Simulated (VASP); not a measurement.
Here is a VASP 6.6.1 calculation.

INCAR

```
PREC = Accurate
ENCUT = 520
EDIFF = 1E-6
ISMEAR = -1
SIGMA = 0.1
LREAL = F
LASPH = T
NELM = 100
ALGO = Normal
ISIF = 2
LWAVE = F
LCHARG = F
GGA = PE
NBANDS = 14
```

File KPOINTS:

```
regular mesh
0
Gamma
  13 13 13
```

The input POSCAR:

```
SiNi
1.0
    0.0000000000      2.4092902752      2.4092902752
    2.4092902752      0.0000000000      2.4092902752
    2.4092902752      2.4092902752      0.0000000000
Ni Si
1 1
Direct
    0.0000000000      0.0000000000      0.0000000000
    0.2500000000      0.2500000000      0.2500000000
```

Potentials or basis: VASP PAW PBE potentials, release 64 (Ni, Si).

Command:

```bash
$ cat potpaw_PBE.64/Ni/POTCAR potpaw_PBE.64/Si/POTCAR > POTCAR
$ mpirun -np 1 vasp_std > vasp.out
```

Predict the band gap on the k mesh.

zero (bands 7 and 8 overlap by 7.70 eV).

Predict the pressure.

29.9 GPa.

Caveat: the cell stands under pressure. Spin polarisation is off, so any magnetic state and its effect on volume and gap are missing.
